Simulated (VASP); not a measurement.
# Ni (Fd-3m) in VASP: a series of runs

Ni is run at these levels: RPBE; tasks: single point.

All numbers are computed with VASP 6.6.1; they aren't measurements. Logs are shortened: lines on timing, memory, paths and dates and some standing lists are left out, and cuts for length are marked.

## Step 1: The cell of the first run

It takes space group Fd-3m (No. 227, cubic). Conventional cell: a = 5.022 Å, b = 5.022 Å, c = 5.022 Å, α = 90.00°, β = 90.00°, γ = 90.00°. Within 2.9 Å of Ni (site symmetry -43m) lie 4 Ni at 2.17 Å.

This isn't the form of Ni at room conditions, which is fcc.

## Step 2: Single point, RPBE, collinear spin, ferromagnetic start (15.84 Å³/atom)

Contents of INCAR:

```
SYSTEM = Ni
PREC = Accurate ; ENCUT = 520
EDIFF = 1E-6 ; ISMEAR = -1
SIGMA = 0.05 ; LREAL = .False.
LASPH = .True. ; NELM = 150
ALGO = Normal ; ISIF = 2
LWAVE = .False. ; LCHARG = .False.
ISPIN = 2 ; MAGMOM = 0.852 0.852
LORBIT = 11 ; LMAXMIX = 4
GGA = RP ; NBANDS = 21
```

Contents of KPOINTS:

```
Automatic mesh
0
Gamma
  12 12 12
  0 0 0
```

Contents of POSCAR:

```
Ni
1.0
    0.0000000000      2.5112029446      2.5112029446
    2.5112029446      0.0000000000      2.5112029446
    2.5112029446      2.5112029446      0.0000000000
Ni
2
Direct
    0.1250000000      0.1250000000      0.1250000000
    0.8750000000      0.8750000000      0.8750000000
```

Potentials or basis: VASP PAW PBE potentials, release 64 (Ni).

Started as:

```bash
$ cat potpaw_PBE.64/Ni/POTCAR > POTCAR
$ mpirun -np 1 vasp_std > vasp.out
```

OUTCAR:

```text
SYSTEM = Ni
   PREC = Accurate
   ENCUT = 520
   EDIFF = 1E-6
   ISMEAR = -1
   LREAL = .False.
   LASPH = .True.
   NELM = 150
   ISIF = 2
   ISPIN = 2
   LORBIT = 11
   GGA = RP

 ion  position               nearest neighbor table
   1  0.125  0.125  0.125-   2 2.17   2 2.17   2 2.17   2 2.17
   2  0.875  0.875  0.875-   1 2.17   1 2.17   1 2.17   1 2.17

  LATTYP: Found a face centered cubic cell.
 ALAT       =     5.0224058892

  Lattice vectors:

 A1 = (   0.0000000000,   2.5112029446,   2.5112029446)
 A2 = (   2.5112029446,   0.0000000000,   2.5112029446)
 A3 = (   2.5112029446,   2.5112029446,   0.0000000000)

Analysis of symmetry for initial positions (statically):
=====================================================================
 Subroutine PRICEL returns:
 Original cell was already a primitive cell.

 Routine SETGRP: Setting up the symmetry group for a
 face centered cubic supercell.

 Subroutine GETGRP returns: Found 48 space group operations
 (whereof 12 operations were pure point group operations)
 out of a pool of 48 trial point group operations.

The static configuration has the point symmetry D_3d.
 The point group associated with its full space group is O_h .

Analysis of symmetry for dynamics (positions and initial velocities):
=====================================================================
 Subroutine PRICEL returns:
 Original cell was already a primitive cell.

 Routine SETGRP: Setting up the symmetry group for a
 face centered cubic supercell.

 Subroutine GETGRP returns: Found 48 space group operations
 (whereof 12 operations were pure point group operations)
 out of a pool of 48 trial point group operations.

The dynamic configuration has the point symmetry D_3d.
 The point group associated with its full space group is O_h .

Analysis of structural, dynamic, and magnetic symmetry:
=====================================================================
 Subroutine PRICEL returns:
 Original cell was already a primitive cell.

 Routine SETGRP: Setting up the symmetry group for a
 face centered cubic supercell.

 Subroutine GETGRP returns: Found 48 space group operations
 (whereof 12 operations were pure point group operations)
 out of a pool of 48 trial point group operations.

The overall configuration has the point symmetry D_3d.
 The point group associated with its full space group is O_h .

 Subroutine INISYM returns: Found 48 space group operations
 (whereof 12 operations are pure point group operations),
 and found     1 'primitive' translations

----------------------------------------------------------------------------------------

                                     Primitive cell

  volume of cell :      31.6720

  direct lattice vectors                    reciprocal lattice vectors
     0.000000000  2.511202945  2.511202945    -0.199107763  0.199107763  0.199107763
     2.511202945  0.000000000  2.511202945     0.199107763 -0.199107763  0.199107763
     2.511202945  2.511202945  0.000000000     0.199107763  0.199107763 -0.199107763

  length of vectors
     3.551377262  3.551377262  3.551377262     0.344864761  0.344864761  0.344864761

  position of ions in fractional coordinates (direct lattice)
     0.125000000  0.125000000  0.125000000
     0.875000000  0.875000000  0.875000000

  ion indices of the primitive-cell ions
   primitive index   ion index
                 1           1
                 2           2

----------------------------------------------------------------------------------------

 KPOINTS: Automatic mesh

Automatic generation of k-mesh.
 Grid dimensions read from file:
 generate k-points for:   12   12   12

 Generating k-lattice:

  Cartesian coordinates                     Fractional coordinates (reciprocal lattice)
    -0.016592314  0.016592314  0.016592314     0.083333333  0.000000000  0.000000000
     0.016592314 -0.016592314  0.016592314     0.000000000  0.083333333  0.000000000
     0.016592314  0.016592314 -0.016592314     0.000000000  0.000000000  0.083333333

  Length of vectors
     0.028738730  0.028738730  0.028738730

  Shift w.r.t. Gamma in fractional coordinates (k-lattice)
     0.000000000  0.000000000  0.000000000

 Subroutine IBZKPT returns following result:
 ===========================================

 Found     72 irreducible k-points:

 Following reciprocal coordinates:
            Coordinates               Weight
  0.000000  0.000000  0.000000      1.000000
  0.083333  0.000000  0.000000      8.000000
  0.166667  0.000000  0.000000      8.000000
  0.250000  0.000000  0.000000      8.000000
  0.333333  0.000000  0.000000      8.000000
  0.416667  0.000000  0.000000      8.000000
[... 16 lines left out ...]
  0.500000  0.166667  0.000000     24.000000
 -0.416667  0.166667  0.000000     24.000000
 [... further k-points ...]
   k-points           NKPTS =     72   k-points in BZ     NKDIM =     72   number of bands    NBANDS=     21
   number of dos      NEDOS =    301   number of ions     NIONS =      2
   total plane-waves  NPLWV =  21952
   dimension x,y,z NGX =    28 NGY =   28 NGZ =   28
   dimension x,y,z NGXF=    56 NGYF=   56 NGZF=   56
   ions per type =               2
   NGX,Y,Z   is equivalent  to a cutoff of  13.11, 13.11, 13.11 a.u.
   NGXF,Y,Z  is equivalent  to a cutoff of  26.21, 26.21, 26.21 a.u.
 SYSTEM =  Ni
   PREC   = accura    normal or accurate (medium, high low for compatibility)
   ISTART =      0    job   : 0-new  1-cont  2-samecut
   ICHARG =      2    charge: 1-file 2-atom 10-const
   ISPIN  =      2    spin polarized calculation?
   LNONCOLLINEAR =      F non collinear calculations
   LSORBIT =      F    spin-orbit coupling
   LASPH  =      T    aspherical Exc in radial PAW
   ENCUT  =  520.0 eV  38.22 Ry    6.18 a.u.   6.60  6.60  6.60*2*pi/ulx,y,z
   NELM   =    150;   NELMIN=  2; NELMDL= -5     # of ELM steps
   EDIFF  = 0.1E-05   stopping-criterion for ELM
   LREAL  =      F    real-space projection
   EDIFFG = 0.1E-04   stopping-criterion for IOM
   NSW    =      0    number of steps for IOM
   IBRION =     -1    ionic relax: 0-MD 1-quasi-New 2-CG
   NFREE  =      0    steps in history (QN), initial steepest desc. (CG)
   ISIF   =      2    stress and relaxation
   ISYM   =      2    0-nonsym 1-usesym 2-fastsym
   POTIM  = 0.5000    time-step for ionic-motion
   TEBEG  =    0.0;   TEEND  =   0.0 temperature during run
   PSTRESS=    0.0 pullay stress
   NELECT =      20.0000    total number of electrons
   NUPDOWN=      -1.0000    fix difference up-down
   EMIN   =  10.00;   EMAX   =-10.00  energy-range for DOS
   EFERMI =   0.00;   METHOD = LEGACY
   ISMEAR =    -1;   SIGMA  =   0.05  broadening in eV -4-tet -1-fermi 0-gaus
   EFERMI_NEDOS =   21; number of points for ismear=-14 and -15
   IALGO  =     38    algorithm
   IMIX   =      4    mixing-type and parameters
     AMIX     =   0.40;   BMIX     =  1.00
     AMIX_MAG =   1.60;   BMIX_MAG =  1.00
  volume/ion in A,a.u.               =      15.84       106.87
  Fermi-wavevector in a.u.,A,eV,Ry     =   1.404515  2.654148 26.839698  1.972662
  Thomas-Fermi vector in A             =   2.527069
   LORBIT       =     11    0 simple, 1 ext, 2 COOP (PROOUT), +10 PAW based schemes
   GGA     = RP    functional components
   LHFCALC =     F    Hartree Fock is set to
   AEXX    =    0.0000 exact exchange contribution
   IVDW    =     0    specifies the selected vdW correction
   LEPSILON=     F    determine dielectric tensor
   LRPA    =     F    only Hartree local field effects (RPA)
 spin polarized calculation
  energy-cutoff  :      520.00
  volume of cell :       31.67
 maximum number of plane-waves:       881
   NGX = 13   NGY = 13   NGZ = 13

 number of electron      19.9999985 magnetization       1.5562977

 Free energy of the ion-electron system (eV)
  ---------------------------------------------------
  ext. energy  EPLUGINS =         0.00000000
  ---------------------------------------------------
  free energy    TOTEN  =        -7.59350760 eV

  energy without entropy =       -7.56536643  energy(sigma->0) =       -7.57943701

 E-fermi :   5.3050     XC(G=0): -10.7615

 val. band max:        5.2985042355   @ k =   0.5000   0.0833   0.0000
 cond. band min:       5.3071410178   @ k =   0.4167   0.4167   0.0000
 fundamental gap:      0.0086367824
 Fermi energy:         5.3050402583

 spin component 1

 k-point     1 :       0.0000    0.0000    0.0000
  band No.  band energies     occupation
      1      -1.4627      1.00000
      2       1.9732      1.00000
      3       1.9732      1.00000
      4       2.0245      1.00000
      5       2.0245      1.00000
      6       2.0245      1.00000
[... 13 lines left out ...]
     20      22.6403      0.00000
     21      22.6403      0.00000
[... 529 lines left out ...]
 k-point    24 :      -0.4167    0.1667    0.0000
  band No.  band energies     occupation
      1       1.5050      1.00000
      2       1.7794      1.00000
      3       1.8697      1.00000
      4       2.0390      1.00000
      5       2.3451      1.00000
      6       2.4757      1.00000
[... 13 lines left out ...]
     20      25.1102      0.00000
     21      26.1242      0.00000

 [... further k-points ...]

 spin component 2

 k-point     1 :       0.0000    0.0000    0.0000
  band No.  band energies     occupation
      1      -1.5011      1.00000
      2       2.7057      1.00000
      3       2.7057      1.00000
      4       2.7759      1.00000
      5       2.7759      1.00000
      6       2.7759      1.00000
[... 13 lines left out ...]
     20      22.5840      0.00000
     21      22.5840      0.00000
[... 529 lines left out ...]
 k-point    24 :      -0.4167    0.1667    0.0000
  band No.  band energies     occupation
      1       1.8474      1.00000
      2       2.3988      1.00000
      3       2.6313      1.00000
      4       2.7354      1.00000
      5       3.0742      1.00000
      6       3.2314      1.00000
[... 13 lines left out ...]
     20      25.1220      0.00000
     21      26.1614      0.00000

 [... further k-points ...]

------------------------ aborting loop because EDIFF is reached ----------------------------------------

  FORCE on cell =-STRESS in cart. coord.  units (eV):
  Direction    XX          YY          ZZ          XY          YZ          ZX
  --------------------------------------------------------------------------------------
  -------------------------------------------------------------------------------------
  Total        1.6015739      1.6015739      1.6015739      0.0000000     -0.0000000      0.0000000
  in kB       81.0181150     81.0181150     81.0181150      0.0000000     -0.0000000      0.0000000
  external PRESSURE =      81.0181150 kB  Pullay stress =       0.0000000 kB

 VOLUME and BASIS-vectors are now :
 -----------------------------------------------------------------------------
  energy-cutoff  :      520.00
  volume of cell :       31.67
      direct lattice vectors                 reciprocal lattice vectors
     0.000000000  2.511202945  2.511202945    -0.199107763  0.199107763  0.199107763
     2.511202945  0.000000000  2.511202945     0.199107763 -0.199107763  0.199107763
     2.511202945  2.511202945  0.000000000     0.199107763  0.199107763 -0.199107763

 POSITION                                       TOTAL-FORCE (eV/Angst)
 -----------------------------------------------------------------------------------
      0.62780      0.62780      0.62780        -0.000000     -0.000000     -0.000000
      4.39461      4.39461      4.39461         0.000000      0.000000      0.000000
 -----------------------------------------------------------------------------------
    total drift:                                0.000000      0.000000     -0.000000

  FREE ENERGIE OF THE ION-ELECTRON SYSTEM (eV)
  ---------------------------------------------------
  free  energy   TOTEN  =        -7.5935076030 eV

  energy  without entropy=       -7.5653664253  energy(sigma->0) =       -7.57943701

 total charge

# of ion       s       p       d       tot
------------------------------------------
    1        0.552   0.367   8.348   9.268
    2        0.552   0.367   8.348   9.268
--------------------------------------------------
tot          1.104   0.735  16.697  18.536

 magnetization (x)

# of ion       s       p       d       tot
------------------------------------------
    1       -0.016  -0.020   0.821   0.784
    2       -0.016  -0.020   0.821   0.784
--------------------------------------------------
tot         -0.033  -0.041   1.642   1.569
```

Run time: 2.8 min. Hardware: 1 thread of Intel Xeon 8259CL, shared host; peak memory 0.21 GiB.

Results:

| Quantity | Value |
| --- | --- |
| Free energy | -7.5935 eV |
| Pressure | 8.1 GPa |
| Net moment | 1.56 μB per cell |
| Site moments | Ni +0.78 μB |
| Valence electrons inside the program's atomic spheres | Ni 9.27 |

Levels at points of the mesh, in eV from the Fermi level:
Spin up:
```
           k point  band 7  band 8  band 9  band 10  band 11  band 12  band 13  band 14  band 15  band 16
(0.00, 0.00, 0.00)   -1.79   -1.79   -1.79    -0.79    -0.79    12.05    12.05    12.05    12.55    12.55
(0.50, 0.00, 0.00)   -1.57   -1.44   -1.44    -0.95    -0.95     0.38     8.77     8.77    12.34    12.83
(0.50, 0.50, 0.00)   -2.01   -2.01   -0.82    -0.82     0.98     0.98     4.53     4.53     9.45     9.45
```
Spin down:
```
           k point  band 6  band 7  band 8  band 9  band 10  band 11  band 12  band 13
(0.00, 0.00, 0.00)   -2.53   -0.94   -0.94   -0.94     0.13     0.13    12.17    12.17
(0.50, 0.00, 0.00)   -2.48   -1.59   -0.60   -0.60    -0.01    -0.01     1.10     8.85
(0.50, 0.50, 0.00)   -2.08   -1.18   -1.18    0.14     0.14     1.47     1.47     4.49
```

Caveat: the cell stands under pressure; the PAW data sets were made with another functional, which shifts forces and pressure a little.

## Step 3: Single point, RPBE, collinear spin, ferromagnetic start (16.52 Å³/atom)

This run uses another cell than the first one, of 16.52 Å³/atom.

Contents of INCAR:

```
PREC = Accurate ; ENCUT = 520
EDIFF = 1E-6 ; ISMEAR = -1
SIGMA = 0.05 ; LREAL = F
LASPH = T ; NELM = 150
ALGO = Normal ; ISIF = 2
LWAVE = F ; LCHARG = F
ISPIN = 2 ; MAGMOM = 0.852 0.852
LORBIT = 11 ; LMAXMIX = 4
GGA = RP ; NBANDS = 21
```

Contents of KPOINTS:

```
Automatic mesh
0
Gamma
  12 12 12
```

Contents of POSCAR:

```
Ni
1.0
    0.0000000000      2.5470821199      2.5470821199
    2.5470821199      0.0000000000      2.5470821199
    2.5470821199      2.5470821199      0.0000000000
Ni
2
Direct
    0.1250000000      0.1250000000      0.1250000000
    0.8750000000      0.8750000000      0.8750000000
```

Potentials or basis: VASP PAW PBE potentials, release 64 (Ni).

Started as:

```bash
$ cat potpaw_PBE.64/Ni/POTCAR > POTCAR
$ mpirun -np 1 vasp_std > vasp.out
```

Run time: 2.8 min. Hardware: 1 thread of Intel Xeon 8259CL, shared host; peak memory 0.22 GiB.

Results (log left out):

```yaml
Free_energy: -7.6433 eV
Pressure: 3.7 GPa
Net_moment: 1.56 μB per cell
Site_moments: Ni +0.79 μB
Valence_electrons_inside_the_program's_atomic_spheres: Ni 9.21
```

Levels at points of the mesh, in eV from the Fermi level:
Spin up:
```tsv
k point	band 8	band 9	band 10	band 11	band 12	band 13	band 14	band 15
(0.00, 0.00, 0.00)	-1.74	-1.74	-0.80	-0.80	11.65	11.65	11.65	12.22
(0.50, 0.00, 0.00)	-1.41	-1.41	-0.95	-0.95	0.31	8.50	8.50	12.15
(0.50, 0.50, 0.00)	-1.95	-0.83	-0.83	0.92	0.92	4.45	4.45	9.19
```
Spin down:
```csv
k point,band 7,band 8,band 9,band 10,band 11,band 12
"(0.00, 0.00, 0.00)",-0.88,-0.88,-0.88,0.11,0.11,11.77
"(0.50, 0.00, 0.00)",-1.49,-0.57,-0.57,-0.01,-0.01,1.04
"(0.50, 0.50, 0.00)",-1.12,-1.12,0.13,0.13,1.41,1.41
```

Caveat: the cell stands under pressure; the PAW data sets were made with another functional, which shifts forces and pressure a little.

## Step 4: Single point, RPBE, collinear spin, ferromagnetic start (17.21 Å³/atom)

This run uses another cell than the first one, of 17.21 Å³/atom.

Contents of INCAR:

```
PREC = Accurate
ENCUT = 520
EDIFF = 1E-6
ISMEAR = -1
SIGMA = 0.05
LREAL = False
LASPH = True
NELM = 150
ALGO = Normal
ISIF = 2
LWAVE = False
LCHARG = True
ISPIN = 2
MAGMOM = 0.852 0.852
LORBIT = 11
LMAXMIX = 4
GGA = RP
LELF = True
LVHAR = True
NBANDS = 21
```

KPOINTS is that of step 3.

Contents of POSCAR:

```
Ni
1.0
    0.0000000000      2.5819779920      2.5819779920
    2.5819779920      0.0000000000      2.5819779920
    2.5819779920      2.5819779920      0.0000000000
Ni
2
Direct
    0.1250000000      0.1250000000      0.1250000000
    0.8750000000      0.8750000000      0.8750000000
```

Started as:

```bash
$ cat potpaw_PBE.64/Ni/POTCAR > POTCAR
$ mpirun -np 1 vasp_std > vasp.out
```

It took 2.8 min on 1 thread of Intel Xeon 8259CL, shared host; peak memory 0.22 GiB.

Results (log left out):

```yaml
Free_energy: -7.6589 eV
Pressure: 0.1 GPa
Net_moment: 1.57 μB per cell
Site_moments: Ni +0.80 μB
Valence_electrons_inside_the_program's_atomic_spheres: Ni 9.16
```

Levels at points of the mesh, in eV from the Fermi level:
Spin up:
```tsv
k point	band 7	band 8	band 9	band 10	band 11	band 12	band 13	band 14	band 15	band 16
(0.00, 0.00, 0.00)	-1.69	-1.69	-1.69	-0.81	-0.81	11.29	11.29	11.29	11.91	11.91
(0.50, 0.00, 0.00)	-1.39	-1.39	-1.35	-0.96	-0.96	0.24	8.25	8.25	11.98	12.26
(0.50, 0.50, 0.00)	-1.88	-1.88	-0.84	-0.84	0.86	0.86	4.37	4.37	8.95	8.95
```
Spin down:
```csv
k point,band 5,band 6,band 7,band 8,band 9,band 10,band 11,band 12,band 13,band 14
"(0.00, 0.00, 0.00)",-2.27,-2.27,-0.83,-0.83,-0.83,0.10,0.10,11.41,11.41,11.41
"(0.50, 0.00, 0.00)",-2.20,-2.20,-1.40,-0.54,-0.54,-0.01,-0.01,0.98,8.31,8.31
"(0.50, 0.50, 0.00)",-1.95,-1.95,-1.06,-1.06,0.13,0.13,1.35,1.35,4.32,4.32
```

Caveat: the PAW data sets were made with another functional, which shifts forces and pressure a little.

## Step 5: The runs side by side

```csv
cell,gap on the mesh (eV),pressure (GPa),moment (μB)
"a = 3.551 Å, angles 60.0°, 2 atoms",none,8.1,1.56
"a = 3.602 Å, angles 60.0°, 2 atoms",none,3.7,1.56
"a = 3.651 Å, angles 60.0°, 2 atoms",none,0.1,1.57
```

Alike in all rows: task single point; level RPBE; potentials or basis VASP PAW PBE potentials, release 64 (Ni); spin collinear, ferromagnetic start; k mesh 12 × 12 × 12; cutoff (eV) 520; smearing fermi-dirac 0.05 eV.

Caveats: the PAW data sets were made with another functional, which shifts forces and pressure a little; the cell stands under pressure (at least some runs).

Total energies depend on the potentials used, so only differences within one code and one set of settings carry meaning.
